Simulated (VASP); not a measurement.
Set up this calculation in VASP 6.6.1, as the native input.

- Task: relaxation of cell and atoms
- Functional: PBE
- Potentials or basis: VASP PAW PBE potentials, release 64 (Zr_sv, Si, F)
- Cutoff: 600 eV
- k mesh: 6 × 6 × 10
- Occupations: gaussian, width 0.1 eV
- Spin: no spin polarisation
- Dipole correction: no
- Further INCAR settings: ALGO = Normal; EDIFF = 1e-06; IBRION = 2; EDIFFG = -0.01; NSW = 100; ISIF = 3

The structure of Zr3Si2F lies in POSCAR:

```
Zr3Si2F
1.0
    6.6430350174      0.0000000000      0.0000000000
   -3.3215175087      5.7530370833      0.0000000000
    0.0000000000      0.0000000000      3.7181784621
Zr Si F
3 2 1
Direct
    0.0000000000      0.5000000000      0.5000000000
    0.5000000000      0.5000000000      0.5000000000
    0.5000000000      0.0000000000      0.5000000000
    0.6666666667      0.3333333333      0.0000000000
    0.3333333333      0.6666666667      0.0000000000
    0.0000000000      0.0000000000      0.0000000000
```

The cell was generated, and may not be a known phase.

These files were run (other wordings do the same):

INCAR

```
SYSTEM = Zr3Si2F
PREC = Accurate ; ENCUT = 600
EDIFF = 1E-6 ; ISMEAR = 0
SIGMA = 0.1 ; LREAL = .FALSE.
LASPH = .TRUE. ; NELM = 100
ALGO = Normal ; ISIF = 3
LWAVE = .FALSE. ; LCHARG = .FALSE.
GGA = PE ; IBRION = 2
NSW = 100 ; EDIFFG = -0.01
```

KPOINTS

```
Automatic mesh
0
G
  6 6 10
  0 0 0
```

Potentials or basis: VASP PAW PBE potentials, release 64 (Zr_sv, Si, F).

Launch:

```sh
$ cat potpaw_PBE.64/Zr_sv/POTCAR potpaw_PBE.64/Si/POTCAR potpaw_PBE.64/F/POTCAR > POTCAR
$ mpirun -np 1 vasp_std > vasp.out
```

It gave:

```
Energy gained by relaxing : 0.0 meV/atom
Ionic steps               : 2
Pressure after relaxing   : 0.0 GPa
Band gap on the k mesh    : zero (an odd number of electrons rules out a gap without spin polarisation)
```

Caveat: an odd number of electrons without spin polarisation forces a metal; a magnetic or distorted state may lie lower.

Wall time 4.3 min on 1 thread of Intel(R) Xeon(R) Platinum 8259CL CPU @ 2.50GHz (Skylake/Cascade Lake) (shared host), peak memory 0.42 GiB.
